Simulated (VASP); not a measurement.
# Cu (C2/m) in VASP: notebook, part 2 of 2

VASP 6.6.1. The steps go on from the part before.

## 4. Single point, PBEsol (strain +0.0150 x Voigt [0, 0, 0, 1, 0, 0])

The input, INCAR:

```
PREC = Accurate ; ENCUT = 520
EDIFF = 1E-6 ; ISMEAR = 0
SIGMA = 0.15 ; LREAL = F
LASPH = T ; NELM = 80
ALGO = Fast ; ISIF = 2
LWAVE = F ; LCHARG = F
GGA = PS ; NBANDS = 12
```

The input, KPOINTS:

```
regular mesh
0
Gamma
  24 24 24
```

The input, POSCAR:

```
Cu
1.0
   -1.4427933200      1.4531139309      1.3869023999
    1.4427933200     -1.4324727091      1.3652605001
    1.4427933200      1.4324727091     -1.3652605001
Cu
1
Direct
    0.0000000000      0.0000000000      0.0000000000
```

Potentials or basis: VASP PAW PBE potentials, release 64 (Cu).

The run is started by

```console
> cat potpaw_PBE.64/Cu/POTCAR > POTCAR
> mpirun -np 1 vasp_std > vasp.out
```

OUTCAR:

```text
PREC = Accurate
   ENCUT = 520
   EDIFF = 1E-6
   ISMEAR = 0
   LREAL = F
   LASPH = T
   NELM = 80
   ISIF = 2
   GGA = PS

 ion  position               nearest neighbor table
   1  0.000  0.000  0.000-

  LATTYP: Found a base centered monoclinic cell.
 ALAT       =     3.9577338442
 B/A-ratio  =     0.7291007313
 C/A-ratio  =     0.6954081330
 COS(beta)  =    -0.6844719296

  Lattice vectors:

 A1 = (   1.4427933200,   1.4324727091,  -1.3652605001)
 A2 = (  -1.4427933200,   1.4324727091,  -1.3652605001)
 A3 = (   0.0000000000,   0.0206412218,   2.7521629000)

Analysis of symmetry for initial positions (statically):
=====================================================================
 Subroutine PRICEL returns:
 Original cell was already a primitive cell.

 Routine SETGRP: Setting up the symmetry group for a
 base centered monoclinic supercell.

 Subroutine GETGRP returns: Found  4 space group operations
 (whereof  4 operations were pure point group operations)
 out of a pool of  4 trial point group operations.

The static configuration has the point symmetry C_2h.

Analysis of symmetry for dynamics (positions and initial velocities):
=====================================================================
 Subroutine PRICEL returns:
 Original cell was already a primitive cell.

 Routine SETGRP: Setting up the symmetry group for a
 base centered monoclinic supercell.

 Subroutine GETGRP returns: Found  4 space group operations
 (whereof  4 operations were pure point group operations)
 out of a pool of  4 trial point group operations.

The dynamic configuration has the point symmetry C_2h.

 Subroutine INISYM returns: Found  4 space group operations
 (whereof  4 operations are pure point group operations),
 and found     1 'primitive' translations

----------------------------------------------------------------------------------------

                                     Primitive cell

  volume of cell :      11.4574

  direct lattice vectors                    reciprocal lattice vectors
    -1.442793320  1.453113931  1.386902400     0.000000000  0.343844194  0.360771754
     1.442793320 -1.432472709  1.365260500     0.346549983 -0.002725283  0.363371025
     1.442793320  1.432472709 -1.365260500     0.346549983  0.346569477 -0.002599271

  length of vectors
     2.473194478  2.448993030  2.448993030     0.498382472  0.502138247  0.490116363

  position of ions in fractional coordinates (direct lattice)
     0.000000000  0.000000000  0.000000000

  ion indices of the primitive-cell ions
   primitive index   ion index
                 1           1

----------------------------------------------------------------------------------------

 KPOINTS: regular mesh

Automatic generation of k-mesh.
 Grid dimensions read from file:
 generate k-points for:   24   24   24

 Generating k-lattice:

  Cartesian coordinates                     Fractional coordinates (reciprocal lattice)
     0.000000000  0.014326841  0.015032156     0.041666667  0.000000000  0.000000000
     0.014439583 -0.000113553  0.015140459     0.000000000  0.041666667  0.000000000
     0.014439583  0.014440395 -0.000108303    -0.000000000  0.000000000  0.041666667

  Length of vectors
     0.020765936  0.020922427  0.020421515

  Shift w.r.t. Gamma in fractional coordinates (k-lattice)
     0.000000000  0.000000000  0.000000000

 Subroutine IBZKPT returns following result:
 ===========================================

 Found   3614 irreducible k-points:

 Following reciprocal coordinates:
            Coordinates               Weight
  0.000000  0.000000  0.000000      1.000000
  0.041667  0.000000 -0.000000      2.000000
  0.083333  0.000000 -0.000000      2.000000
  0.125000  0.000000 -0.000000      2.000000
  0.166667  0.000000 -0.000000      2.000000
  0.208333  0.000000 -0.000000      2.000000
[... 16 lines left out ...]
  0.375000  0.041667 -0.000000      4.000000
  0.416667  0.041667 -0.000000      4.000000
 [... further k-points ...]
   k-points           NKPTS =   3614   k-points in BZ     NKDIM =   3614   number of bands    NBANDS=     12
   number of dos      NEDOS =    301   number of ions     NIONS =      1
   total plane-waves  NPLWV =   5832
   dimension x,y,z NGX =    18 NGY =   18 NGZ =   18
   dimension x,y,z NGXF=    36 NGYF=   36 NGZF=   36
   ions per type =               1
   NGX,Y,Z   is equivalent  to a cutoff of  12.10, 12.22, 12.22 a.u.
   NGXF,Y,Z  is equivalent  to a cutoff of  24.20, 24.44, 24.44 a.u.
 SYSTEM =  unknown system
   PREC   = accura    normal or accurate (medium, high low for compatibility)
   ISTART =      0    job   : 0-new  1-cont  2-samecut
   ICHARG =      2    charge: 1-file 2-atom 10-const
   ISPIN  =      1    spin polarized calculation?
   LNONCOLLINEAR =      F non collinear calculations
   LSORBIT =      F    spin-orbit coupling
   LASPH  =      T    aspherical Exc in radial PAW
   ENCUT  =  520.0 eV  38.22 Ry    6.18 a.u.   4.60  4.55  4.55*2*pi/ulx,y,z
   NELM   =     80;   NELMIN=  2; NELMDL= -5     # of ELM steps
   EDIFF  = 0.1E-05   stopping-criterion for ELM
   LREAL  =      F    real-space projection
   EDIFFG = 0.1E-04   stopping-criterion for IOM
   NSW    =      0    number of steps for IOM
   IBRION =     -1    ionic relax: 0-MD 1-quasi-New 2-CG
   NFREE  =      0    steps in history (QN), initial steepest desc. (CG)
   ISIF   =      2    stress and relaxation
   ISYM   =      2    0-nonsym 1-usesym 2-fastsym
   POTIM  = 0.5000    time-step for ionic-motion
   TEBEG  =    0.0;   TEEND  =   0.0 temperature during run
   PSTRESS=    0.0 pullay stress
   NELECT =      11.0000    total number of electrons
   NUPDOWN=      -1.0000    fix difference up-down
   EMIN   =  10.00;   EMAX   =-10.00  energy-range for DOS
   EFERMI =   0.00;   METHOD = LEGACY
   ISMEAR =     0;   SIGMA  =   0.15  broadening in eV -4-tet -1-fermi 0-gaus
   EFERMI_NEDOS =   21; number of points for ismear=-14 and -15
   IALGO  =     68    algorithm
   IMIX   =      4    mixing-type and parameters
     AMIX     =   0.40;   BMIX     =  1.00
     AMIX_MAG =   1.60;   BMIX_MAG =  1.00
  volume/ion in A,a.u.               =      11.46        77.32
  Fermi-wavevector in a.u.,A,eV,Ry     =   1.615014  3.051935 35.487690  2.608272
  Thomas-Fermi vector in A             =   2.709830
   LORBIT       =      0    0 simple, 1 ext, 2 COOP (PROOUT), +10 PAW based schemes
   GGA     = PS    functional components
   LHFCALC =     F    Hartree Fock is set to
   AEXX    =    0.0000 exact exchange contribution
   IVDW    =     0    specifies the selected vdW correction
   LEPSILON=     F    determine dielectric tensor
   LRPA    =     F    only Hartree local field effects (RPA)
 non-spin polarized calculation
 RMM-DIIS sequential band-by-band and
 Gauss-broadening in eV      SIGMA  =   0.15
  energy-cutoff  :      520.00
  volume of cell :       11.46
 maximum number of plane-waves:       325
   NGX =  9   NGY =  9   NGZ =  9

 number of electron      10.9999997 magnetization

 Free energy of the ion-electron system (eV)
  ---------------------------------------------------
  ext. energy  EPLUGINS =         0.00000000
  ---------------------------------------------------
  free energy    TOTEN  =        -4.27095444 eV

  energy without entropy =       -4.26666693  energy(sigma->0) =       -4.26881069

 E-fermi :   7.7784     XC(G=0): -13.0870

 val. band max:        7.7782417629   @ k =   0.5000  -0.4167   0.0417
 cond. band min:       7.7801922640   @ k =  -0.2500  -0.3333   0.2917
 fundamental gap:      0.0019505011
 Fermi energy:         7.7784443817

 k-point     1 :       0.0000    0.0000    0.0000
  band No.  band energies     occupation
      1      -1.8360      2.00000
      2       4.4404      2.00000
      3       4.6487      2.00000
      4       4.6635      2.00000
      5       5.5322      2.00000
      6       5.7414      2.00000
      7      32.6085      0.00000
      8      32.6380      0.00000
      9      33.8649      0.00000
     10      36.5994      0.00000
     11      36.6726      0.00000
     12      36.6911      0.00000
[... 331 lines left out ...]
 k-point    24 :       0.4167    0.0417   -0.0000
  band No.  band energies     occupation
      1       2.5267      2.00000
      2       3.7638      2.00000
      3       5.5636      2.00000
      4       5.7906      2.00000
      5       6.0868      2.00000
      6       6.8033      2.00000
      7      13.3490      0.00000
      8      24.8030      0.00000
      9      25.4820      0.00000
     10      29.7769      0.00000
     11      32.7542      0.00000
     12      41.2224      0.00000

 [... further k-points ...]

------------------------ aborting loop because EDIFF is reached ----------------------------------------

  FORCE on cell =-STRESS in cart. coord.  units (eV):
  Direction    XX          YY          ZZ          XY          YZ          ZX
  --------------------------------------------------------------------------------------
  -------------------------------------------------------------------------------------
  Total       -0.0317103     -0.0352294     -0.0452019      0.0000000     -0.1024868      0.0000000
  in kB       -4.4342856     -4.9263785     -6.3209088      0.0000000    -14.3314603      0.0000000
  external PRESSURE =      -5.2271909 kB  Pullay stress =       0.0000000 kB

 VOLUME and BASIS-vectors are now :
 -----------------------------------------------------------------------------
  energy-cutoff  :      520.00
  volume of cell :       11.46
      direct lattice vectors                 reciprocal lattice vectors
    -1.442793320  1.453113931  1.386902400     0.000000000  0.343844194  0.360771754
     1.442793320 -1.432472709  1.365260500     0.346549983 -0.002725283  0.363371025
     1.442793320  1.432472709 -1.365260500     0.346549983  0.346569477 -0.002599271

 POSITION                                       TOTAL-FORCE (eV/Angst)
 -----------------------------------------------------------------------------------
      0.00000      0.00000      0.00000         0.000000     -0.000000      0.000000
 -----------------------------------------------------------------------------------
    total drift:                                0.000000      0.000000      0.000000

  FREE ENERGIE OF THE ION-ELECTRON SYSTEM (eV)
  ---------------------------------------------------
  free  energy   TOTEN  =        -4.2709544378 eV

  energy  without entropy=       -4.2666669340  energy(sigma->0) =       -4.26881069
```

It took 7 min on 1 thread of Intel Xeon 8259CL, shared host; peak memory 0.56 GiB.

What came out:

* Free energy: -4.2710 eV
* Pressure: -0.5 GPa
* Band gap on the k mesh: zero (an odd number of electrons rules out a gap without spin polarisation)

Caveat: the cell differs from its parent crystal (strain +0.0150 x Voigt [0, 0, 0, 1, 0, 0]); the PAW data sets were made with another functional, which shifts forces and pressure a little.

## 5. Single point, PBEsol (strain +0.0050 x Voigt [0, 0, 0, 1, 0, 0])

The input, INCAR:

```
ALGO = Fast
EDIFF = 1E-6
ENCUT = 520
GGA = PS
ISIF = 2
ISMEAR = 0
LASPH = True
LCHARG = True
LELF = True
LREAL = False
LVHAR = True
LWAVE = False
NBANDS = 12
NELM = 100
PREC = Accurate
SIGMA = 0.15
```

The input, KPOINTS:

```
k-points
0
Gamma
  24 24 24
```

The input, POSCAR:

```
Cu
1.0
   -1.4427933200      1.4462335236      1.3796884333
    1.4427933200     -1.4393531164      1.3724744667
    1.4427933200      1.4393531164     -1.3724744667
Cu
1
Direct
    0.0000000000      0.0000000000      0.0000000000
```

The run is started by

```console
> cat potpaw_PBE.64/Cu/POTCAR > POTCAR
> mpirun -np 1 vasp_std > vasp.out
```

Wall time 7 min (1 thread of Intel Xeon 8259CL, shared host); peak memory 0.57 GiB.

The run converged. Its results:

* Free energy: -4.2716 eV
* Pressure: -0.5 GPa
* Band gap on the k mesh: zero (an odd number of electrons rules out a gap without spin polarisation)

Stress tensor (GPa, compression positive):
```
-0.50  0.00  0.00
 0.00 -0.50 -0.47
 0.00 -0.47 -0.64
```

Levels at points of the mesh, in eV from the Fermi level:
```tsv
k point	band 4	band 5	band 6	band 7	band 8	band 9
(0.00, 0.00, 0.00)	-3.13	-2.25	-2.04	24.85	24.86	26.10
(0.50, 0.00, 0.00)	-1.93	-1.37	-0.61	4.63	17.37	17.49
(0.00, 0.50, 0.00)	-1.94	-1.37	-0.57	4.68	17.27	17.49
(0.50, 0.50, 0.00)	-2.07	-1.39	-0.94	4.16	18.55	18.88
(0.00, 0.50, 0.50)	-1.94	-1.36	-0.53	4.74	17.29	17.37
(0.50, 0.50, 0.50)	-1.56	-1.51	7.69	7.69	9.54	13.35
```

Caveat: the cell differs from its parent crystal (strain +0.0050 x Voigt [0, 0, 0, 1, 0, 0]); the PAW data sets were made with another functional, which shifts forces and pressure a little.

## 6. Summary

```csv
cell,gap on the mesh (eV),pressure (GPa)
"a = 2.469, b = 2.453, c = 2.453 Å, angles 107.9, 108.2, 112.0°, 1 atom",none,-0.5
"a = 2.481, b = 2.441, c = 2.441 Å, angles 107.5, 108.2, 112.0°, 1 atom",none,-0.5
"a = 2.473, b = 2.449, c = 2.449 Å, angles 107.8, 108.2, 112.0°, 1 atom",none,-0.5
"a = 2.465, b = 2.457, c = 2.457 Å, angles 108.1, 108.2, 112.0°, 1 atom",none,-0.5
```

Alike in all rows: task single point; level PBEsol; potentials or basis VASP PAW PBE potentials, release 64 (Cu); no spin polarisation; k mesh 24 × 24 × 24; cutoff (eV) 520; smearing gaussian 0.15 eV.

Caveats: the PAW data sets were made with another functional, which shifts forces and pressure a little.

Total energies depend on the potentials used, so only differences within one code and one set of settings carry meaning.
